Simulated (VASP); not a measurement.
# TiC (Fm-3m) in VASP: settings compared, part 2 of 2

VASP 6.6.1.

## 4. Single point, r2SCAN

This run uses another cell than the first one, of 10.56 Å³/atom, 1.040 times its volume.

Contents of POSCAR:

```
TiC
1.0
    0.0000000000      2.1942184125      2.1942184125
    2.1942184125      0.0000000000      2.1942184125
    2.1942184125      2.1942184125      0.0000000000
Ti C
1 1
Direct
    0.0000000000      0.0000000000      0.0000000000
    0.5000000000      0.5000000000      0.5000000000
```

Contents of INCAR.step1:

```
SYSTEM = TiC
  PREC = Accurate
  ENCUT = 520
  ISMEAR = -1
  SIGMA = 0.05
  LREAL = .FALSE.
  LASPH = .TRUE.
  NELM = 80
  NBANDS = 15
  GGA = PE
  ALGO = Normal
  EDIFF = 1E-4
  LWAVE = .TRUE.
  LCHARG = .FALSE.
```

Contents of INCAR.step2:

```
SYSTEM = TiC
  PREC = Accurate
  ENCUT = 520
  EDIFF = 1E-6
  ISMEAR = -1
  SIGMA = 0.05
  LREAL = .FALSE.
  LASPH = .TRUE.
  NELM = 80
  ALGO = Normal
  ISIF = 2
  LWAVE = .FALSE.
  LCHARG = .FALSE.
  METAGGA = R2SCAN
  LMIXTAU = .TRUE.
  NBANDS = 15
  ISTART = 1
```

Contents of KPOINTS:

```
Automatic mesh
0
G
  11 11 11
  0 0 0
```

Potentials or basis: VASP PAW PBE potentials, release 64 (Ti_sv, C).

Command:

```sh
$ cat potpaw_PBE.64/Ti_sv/POTCAR potpaw_PBE.64/C/POTCAR > POTCAR
$ cp INCAR.step1 INCAR
$ mpirun -np 1 vasp_std > vasp.out
$ cp INCAR.step2 INCAR
$ mpirun -np 1 vasp_std > vasp.out
```

OUTCAR:

```text
SYSTEM = TiC
   PREC = Accurate
   ENCUT = 520
   EDIFF = 1E-6
   ISMEAR = -1
   LREAL = .FALSE.
   LASPH = .TRUE.
   NELM = 80
   ISIF = 2
   METAGGA = R2SCAN
   ISTART = 1

 ion  position               nearest neighbor table
   1  0.000  0.000  0.000-   2 2.19   2 2.19   2 2.19   2 2.19   2 2.19   2 2.19
   2  0.500  0.500  0.500-   1 2.19   1 2.19   1 2.19   1 2.19   1 2.19   1 2.19

  LATTYP: Found a face centered cubic cell.
 ALAT       =     4.3884368250

  Lattice vectors:

 A1 = (   0.0000000000,   2.1942184125,   2.1942184125)
 A2 = (   2.1942184125,   0.0000000000,   2.1942184125)
 A3 = (   2.1942184125,   2.1942184125,   0.0000000000)

Analysis of symmetry for initial positions (statically):
=====================================================================
 Subroutine PRICEL returns:
 Original cell was already a primitive cell.

 Routine SETGRP: Setting up the symmetry group for a
 face centered cubic supercell.

 Subroutine GETGRP returns: Found 48 space group operations
[... 9 lines left out ...]

 Routine SETGRP: Setting up the symmetry group for a
 face centered cubic supercell.

 Subroutine GETGRP returns: Found 48 space group operations
[... 11 lines left out ...]
                                     Primitive cell

  volume of cell :      21.1285

  direct lattice vectors                    reciprocal lattice vectors
     0.000000000  2.194218413  2.194218413    -0.227871572  0.227871572  0.227871572
     2.194218413  0.000000000  2.194218413     0.227871572 -0.227871572  0.227871572
     2.194218413  2.194218413  0.000000000     0.227871572  0.227871572 -0.227871572

  length of vectors
     3.103093438  3.103093438  3.103093438     0.394685141  0.394685141  0.394685141

  position of ions in fractional coordinates (direct lattice)
[... 8 lines left out ...]
----------------------------------------------------------------------------------------

 KPOINTS: Automatic mesh

Automatic generation of k-mesh.
 Grid dimensions read from file:
 generate k-points for:   11   11   11

 Generating k-lattice:

[... 83 lines left out ...]
  Fermi-wavevector in a.u.,A,eV,Ry     =   1.492193  2.819836 30.295272  2.226640
  Thomas-Fermi vector in A             =   2.604752
   LORBIT       =      0    0 simple, 1 ext, 2 COOP (PROOUT), +10 PAW based schemes
   METAGGA = R2SCAN    functional components
   LHFCALC =     F    Hartree Fock is set to
   AEXX    =    0.0000 exact exchange contribution
   IVDW    =     0    specifies the selected vdW correction
   LEPSILON=     F    determine dielectric tensor
   LRPA    =     F    only Hartree local field effects (RPA)
 non-spin polarized calculation
  energy-cutoff  :      520.00
  volume of cell :       21.13
 maximum number of plane-waves:       578
   NGX = 11   NGY = 11   NGZ = 11

 number of electron      15.9999996 magnetization

 Free energy of the ion-electron system (eV)
  ---------------------------------------------------
  ext. energy  EPLUGINS =         0.00000000
  ---------------------------------------------------
  free energy    TOTEN  =       -24.84694768 eV

  energy without entropy =      -24.84432472  energy(sigma->0) =      -24.84563620

 E-fermi :   9.1142     XC(G=0): -13.3627

 val. band max:        9.1128419057   @ k =   0.1818   0.1818   0.0000
 cond. band min:       9.1558009002   @ k =   0.0909   0.0000   0.0000
 fundamental gap:      0.0429589945
 Fermi energy:         9.1142268753

 k-point     1 :       0.0000    0.0000    0.0000
  band No.  band energies     occupation
      1     -50.0693      2.00000
      2     -25.0648      2.00000
      3     -25.0647      2.00000
      4     -25.0647      2.00000
      5      -3.9843      2.00000
      6       9.8765      0.00000
      7       9.8765      0.00000
      8       9.8765      0.00000
      9      10.6500      0.00000
     10      10.6500      0.00000
     11      10.6500      0.00000
     12      10.6615      0.00000
     13      10.6615      0.00000
     14      19.6424      0.00000
[... 401 lines left out ...]
      2     -25.3069      2.00000
      3     -25.1595      2.00000
      4     -25.0816      2.00000
      5      -2.3116      2.00000
      6       5.6666      2.00000
      7       6.7487      2.00000
      8       7.1132      2.00000
      9      10.7124      0.00000
     10      11.6899      0.00000
     11      12.6502      0.00000
     12      13.3389      0.00000
     13      16.2567      0.00000
     14      21.1116      0.00000
     15      22.7972      0.00000

 [... further k-points ...]
[... 5 lines left out ...]
  --------------------------------------------------------------------------------------
  -------------------------------------------------------------------------------------
  Total       -1.2146814     -1.2146814     -1.2146814      0.0000000      0.0000000     -0.0000000
  in kB      -92.1092857    -92.1092857    -92.1092857      0.0000000      0.0000000     -0.0000000
  external PRESSURE =     -92.1092857 kB  Pullay stress =       0.0000000 kB

 VOLUME and BASIS-vectors are now :
 -----------------------------------------------------------------------------
  energy-cutoff  :      520.00
  volume of cell :       21.13
      direct lattice vectors                 reciprocal lattice vectors
     0.000000000  2.194218413  2.194218413    -0.227871572  0.227871572  0.227871572
     2.194218413  0.000000000  2.194218413     0.227871572 -0.227871572  0.227871572
     2.194218413  2.194218413  0.000000000     0.227871572  0.227871572 -0.227871572

 POSITION                                       TOTAL-FORCE (eV/Angst)
 -----------------------------------------------------------------------------------
      0.00000      0.00000      0.00000         0.000000     -0.000000      0.000000
      2.19422      2.19422      2.19422        -0.000000      0.000000     -0.000000
 -----------------------------------------------------------------------------------
    total drift:                                0.000000     -0.000000     -0.000000

  FREE ENERGIE OF THE ION-ELECTRON SYSTEM (eV)
  ---------------------------------------------------
  free  energy   TOTEN  =       -24.8469476805 eV

  energy  without entropy=      -24.8443247152  energy(sigma->0) =      -24.84563620
```

OSZICAR.step1:

```text
N       E                     dE             d eps       ncg     rms          rms(c)
DAV:   1     0.116871854302E+03    0.11687E+03   -0.79688E+03  1680   0.126E+03
DAV:   2    -0.165048079987E+02   -0.13338E+03   -0.12456E+03  1806   0.334E+02
DAV:   3    -0.241272432109E+02   -0.76224E+01   -0.74833E+01  2180   0.779E+01
DAV:   4    -0.243995476760E+02   -0.27230E+00   -0.27209E+00  2143   0.133E+01
DAV:   5    -0.244053804438E+02   -0.58328E-02   -0.58321E-02  2089   0.183E+00    0.176E+01
DAV:   6    -0.194211757887E+02    0.49842E+01   -0.12222E+01  2363   0.559E+01    0.728E+00
DAV:   7    -0.187421294302E+02    0.67905E+00   -0.24090E+00  1988   0.218E+01    0.463E+00
DAV:   8    -0.187229957393E+02    0.19134E-01   -0.11254E-01  1827   0.307E+00    0.371E+00
DAV:   9    -0.186939745991E+02    0.29021E-01   -0.12723E-01  2239   0.544E+00    0.818E-01
DAV:  10    -0.186928225768E+02    0.11520E-02   -0.15321E-02  2143   0.129E+00    0.672E-01
DAV:  11    -0.186902341356E+02    0.25884E-02   -0.25403E-03  1946   0.796E-01    0.353E-01
DAV:  12    -0.186894664471E+02    0.76769E-03   -0.13533E-03  1963   0.629E-01    0.641E-02
DAV:  13    -0.186894365652E+02    0.29882E-04   -0.99442E-05  1317   0.142E-01
   1 F= -.18689437E+02 E0= -.18688230E+02  d E =-.241404E-02
```

Wall time 32 s (1 thread of AMD EPYC 7R13, shared host); peak memory 0.16 GiB.

Results:

- Free energy: -24.8469 eV
- Pressure: -9.2 GPa
- Band gap on the k mesh: zero (band 8 reaches 9.88 eV, above the bottom of band 9 at 8.57 eV)

Levels at points of the mesh, in eV from the Fermi level:
| k point | band 5 | band 6 | band 7 | band 8 | band 9 | band 10 | band 11 | band 12 |
| --- | --- | --- | --- | --- | --- | --- | --- | --- |
| (0.00, 0.00, 0.00) | -13.10 | 0.76 | 0.76 | 0.76 | 1.54 | 1.54 | 1.54 | 1.55 |

Caveat: the PAW data sets were made with another functional, which shifts forces and pressure a little.

## 5. Single point, r2SCAN

This run uses another cell than the first one, of 10.77 Å³/atom, 1.060 times its volume.

Contents of POSCAR:

```
TiC
1.0
    0.0000000000      2.2081947028      2.2081947028
    2.2081947028      0.0000000000      2.2081947028
    2.2081947028      2.2081947028      0.0000000000
Ti C
1 1
Direct
    0.0000000000      0.0000000000      0.0000000000
    0.5000000000      0.5000000000      0.5000000000
```

Contents of INCAR.step1:

```
SYSTEM = TiC
ALGO = Normal
EDIFF = 1E-4
ENCUT = 520
GGA = PE
ISMEAR = -1
LASPH = .TRUE.
LCHARG = .FALSE.
LREAL = .FALSE.
LWAVE = .TRUE.
NBANDS = 15
NELM = 60
PREC = Accurate
SIGMA = 0.05
```

Contents of INCAR.step2:

```
SYSTEM = TiC
ALGO = Normal
EDIFF = 1E-6
ENCUT = 520
ISIF = 2
ISMEAR = -1
ISTART = 1
LASPH = .TRUE.
LCHARG = .FALSE.
LMIXTAU = .TRUE.
LREAL = .FALSE.
LWAVE = .FALSE.
METAGGA = R2SCAN
NBANDS = 15
NELM = 60
PREC = Accurate
SIGMA = 0.05
```

Contents of KPOINTS:

```
k-points
0
G
  11 11 11
  0 0 0
```

Potentials or basis: VASP PAW PBE potentials, release 64 (Ti_sv, C).

Command:

```sh
$ cat potpaw_PBE.64/Ti_sv/POTCAR potpaw_PBE.64/C/POTCAR > POTCAR
$ cp INCAR.step1 INCAR
$ mpirun -np 1 vasp_std > vasp.out
$ cp INCAR.step2 INCAR
$ mpirun -np 1 vasp_std > vasp.out
```

OUTCAR:

```text
SYSTEM = TiC
   EDIFF = 1E-6
   ENCUT = 520
   ISIF = 2
   ISMEAR = -1
   ISTART = 1
   LASPH = .TRUE.
   LREAL = .FALSE.
   METAGGA = R2SCAN
   NELM = 60
   PREC = Accurate

 ion  position               nearest neighbor table
   1  0.000  0.000  0.000-   2 2.21   2 2.21   2 2.21   2 2.21   2 2.21   2 2.21
   2  0.500  0.500  0.500-   1 2.21   1 2.21   1 2.21   1 2.21   1 2.21   1 2.21

  LATTYP: Found a face centered cubic cell.
 ALAT       =     4.4163894056

  Lattice vectors:

 A1 = (   0.0000000000,   2.2081947028,   2.2081947028)
 A2 = (   2.2081947028,   0.0000000000,   2.2081947028)
 A3 = (   2.2081947028,   2.2081947028,   0.0000000000)

Analysis of symmetry for initial positions (statically):
=====================================================================
 Subroutine PRICEL returns:
 Original cell was already a primitive cell.

 Routine SETGRP: Setting up the symmetry group for a
 face centered cubic supercell.

 Subroutine GETGRP returns: Found 48 space group operations
[... 9 lines left out ...]

 Routine SETGRP: Setting up the symmetry group for a
 face centered cubic supercell.

 Subroutine GETGRP returns: Found 48 space group operations
[... 11 lines left out ...]
                                     Primitive cell

  volume of cell :      21.5349

  direct lattice vectors                    reciprocal lattice vectors
     0.000000000  2.208194703  2.208194703    -0.226429309  0.226429309  0.226429309
     2.208194703  0.000000000  2.208194703     0.226429309 -0.226429309  0.226429309
     2.208194703  2.208194703  0.000000000     0.226429309  0.226429309 -0.226429309

  length of vectors
     3.122858897  3.122858897  3.122858897     0.392187067  0.392187067  0.392187067

  position of ions in fractional coordinates (direct lattice)
[... 8 lines left out ...]
----------------------------------------------------------------------------------------

 KPOINTS: k-points

Automatic generation of k-mesh.
 Grid dimensions read from file:
 generate k-points for:   11   11   11

 Generating k-lattice:

  Cartesian coordinates                     Fractional coordinates (reciprocal lattice)
    -0.020584483  0.020584483  0.020584483     0.090909091  0.000000000  0.000000000
[... 84 lines left out ...]
   METAGGA = R2SCAN    functional components
   LHFCALC =     F    Hartree Fock is set to
   AEXX    =    0.0000 exact exchange contribution
   IVDW    =     0    specifies the selected vdW correction
   LEPSILON=     F    determine dielectric tensor
   LRPA    =     F    only Hartree local field effects (RPA)
 non-spin polarized calculation
  energy-cutoff  :      520.00
  volume of cell :       21.53
 maximum number of plane-waves:       595
   NGX = 11   NGY = 11   NGZ = 11

 number of electron      15.9999998 magnetization

 Free energy of the ion-electron system (eV)
  ---------------------------------------------------
  ext. energy  EPLUGINS =         0.00000000
  ---------------------------------------------------
  free energy    TOTEN  =       -24.81860924 eV

  energy without entropy =      -24.81592039  energy(sigma->0) =      -24.81726481

 E-fermi :   8.8981     XC(G=0): -13.2541

 val. band max:        8.7528011936   @ k =   0.0909   0.0000   0.0000
 cond. band min:       8.9097030298   @ k =   0.1818   0.1818   0.0000
 fundamental gap:      0.1569018363
 Fermi energy:         8.8980967174

 k-point     1 :       0.0000    0.0000    0.0000
  band No.  band energies     occupation
      1     -50.3461      2.00000
      2     -25.3490      2.00000
      3     -25.3490      2.00000
      4     -25.3490      2.00000
      5      -4.1088      2.00000
      6       9.6489      0.00000
      7       9.6489      0.00000
      8       9.6489      0.00000
      9      10.4021      0.00000
     10      10.4021      0.00000
     11      10.4100      0.00000
     12      10.4100      0.00000
     13      10.4100      0.00000
     14      19.1476      0.00000
[... 401 lines left out ...]
      2     -25.5739      2.00000
      3     -25.4372      2.00000
      4     -25.3649      2.00000
      5      -2.4740      2.00000
      6       5.4983      2.00000
      7       6.5779      2.00000
      8       6.9339      2.00000
      9      10.4615      0.00000
     10      11.4038      0.00000
     11      12.3593      0.00000
     12      13.0058      0.00000
     13      15.8816      0.00000
     14      20.6829      0.00000
     15      22.4207      0.00000

 [... further k-points ...]
[... 5 lines left out ...]
  --------------------------------------------------------------------------------------
  -------------------------------------------------------------------------------------
  Total       -1.7869625     -1.7869625     -1.7869625      0.0000000      0.0000000      0.0000000
  in kB     -132.9486472   -132.9486472   -132.9486472      0.0000000      0.0000000      0.0000000
  external PRESSURE =    -132.9486472 kB  Pullay stress =       0.0000000 kB

 VOLUME and BASIS-vectors are now :
 -----------------------------------------------------------------------------
  energy-cutoff  :      520.00
  volume of cell :       21.53
      direct lattice vectors                 reciprocal lattice vectors
     0.000000000  2.208194703  2.208194703    -0.226429309  0.226429309  0.226429309
     2.208194703  0.000000000  2.208194703     0.226429309 -0.226429309  0.226429309
     2.208194703  2.208194703  0.000000000     0.226429309  0.226429309 -0.226429309

 POSITION                                       TOTAL-FORCE (eV/Angst)
 -----------------------------------------------------------------------------------
      0.00000      0.00000      0.00000        -0.000000     -0.000000     -0.000000
      2.20819      2.20819      2.20819         0.000000      0.000000      0.000000
 -----------------------------------------------------------------------------------
    total drift:                                0.000000     -0.000000     -0.000000

  FREE ENERGIE OF THE ION-ELECTRON SYSTEM (eV)
  ---------------------------------------------------
  free  energy   TOTEN  =       -24.8186092350 eV

  energy  without entropy=      -24.8159203912  energy(sigma->0) =      -24.81726481
```

OUTCAR.step1:

```text
SYSTEM = TiC
   EDIFF = 1E-4
   ENCUT = 520
   GGA = PE
   ISMEAR = -1
   LASPH = .TRUE.
   LREAL = .FALSE.
[... 651 lines left out ...]
      0.00000      0.00000      0.00000         0.000000     -0.000000      0.000000
      2.20819      2.20819      2.20819        -0.000000      0.000000      0.000000
 -----------------------------------------------------------------------------------
    total drift:                                0.000000     -0.000000     -0.000000

  FREE ENERGIE OF THE ION-ELECTRON SYSTEM (eV)
  ---------------------------------------------------
  free  energy   TOTEN  =       -18.6627683814 eV

  energy  without entropy=      -18.6603074780  energy(sigma->0) =      -18.66153793
```

It took 36 s on 1 thread of AMD EPYC 7R13, shared host; peak memory 0.15 GiB.

Results:

* Free energy: -24.8186 eV
* Pressure: -13.3 GPa
* Band gap on the k mesh: zero (band 8 reaches 9.65 eV, above the bottom of band 9 at 8.36 eV)

Caveat: the PAW data sets were made with another functional, which shifts forces and pressure a little.

## 6. Single point, PBE

Contents of INCAR:

```
  ALGO = Normal
  EDIFF = 1E-6
  ENCUT = 600
  GGA = PE
  GGA_COMPAT = F
  ISIF = 2
  ISMEAR = 0
  LASPH = T
  LCHARG = F
  LREAL = F
  LWAVE = F
  NBANDS = 15
  NELM = 120
  PREC = Accurate
  SIGMA = 0.028000000000000004
```

Contents of KPOINTS:

```
k-points
0
Gamma
  11 11 11
```

Contents of POSCAR:

```
TiC
1.0
    0.0000000000      2.1657188437      2.1657188437
    2.1657188437      0.0000000000      2.1657188437
    2.1657188437      2.1657188437      0.0000000000
Ti C
1 1
Direct
    0.0000000000      0.0000000000      0.0000000000
    0.5000000000      0.5000000000      0.5000000000
```

Potentials or basis: VASP PAW PBE potentials, release 64 (Ti_sv, C).

Command:

```sh
$ cat potpaw_PBE.64/Ti_sv/POTCAR potpaw_PBE.64/C/POTCAR > POTCAR
$ mpirun -np 1 vasp_std > vasp.out
```

Wall time 9.1 s (1 thread of Intel Xeon Platinum 8488C (Sapphire Rapids), shared host); peak memory 0.15 GiB.

It converged, with:

```yaml
Free_energy: -18.7095 eV
Pressure: 0.4 GPa
Band_gap_on_the_k_mesh: zero (band 8 reaches 10.10 eV, above the bottom of band 9 at 9.00 eV)
```

Levels at points of the mesh, in eV from the Fermi level:
```
           k point  band 5  band 6  band 7  band 8  band 9  band 10  band 11  band 12
(0.00, 0.00, 0.00)  -12.53    0.56    0.56    0.56    1.54     1.54     1.54     1.57
```

## 7. Overview

```csv
level,cell,cutoff (eV),smearing,gap on the mesh (eV),pressure (GPa)
r2SCAN,"a = 3.063 Å, angles 60.0°, 2 atoms",520,fermi-dirac 0.05 eV,none,0.3
r2SCAN,"a = 3.083 Å, angles 60.0°, 2 atoms",520,fermi-dirac 0.05 eV,none,-4.7
r2SCAN,"a = 3.103 Å, angles 60.0°, 2 atoms",520,fermi-dirac 0.05 eV,none,-9.2
r2SCAN,"a = 3.123 Å, angles 60.0°, 2 atoms",520,fermi-dirac 0.05 eV,none,-13.3
PBE,"a = 3.063 Å, angles 60.0°, 2 atoms",600,gaussian 0.028 eV,none,0.4
```

Alike in all rows: task single point; potentials or basis VASP PAW PBE potentials, release 64 (Ti_sv, C); no spin polarisation; k mesh 11 × 11 × 11.

Caveats: the PAW data sets were made with another functional, which shifts forces and pressure a little (some runs).

Absolute energies hang on the potentials; compare differences alone.
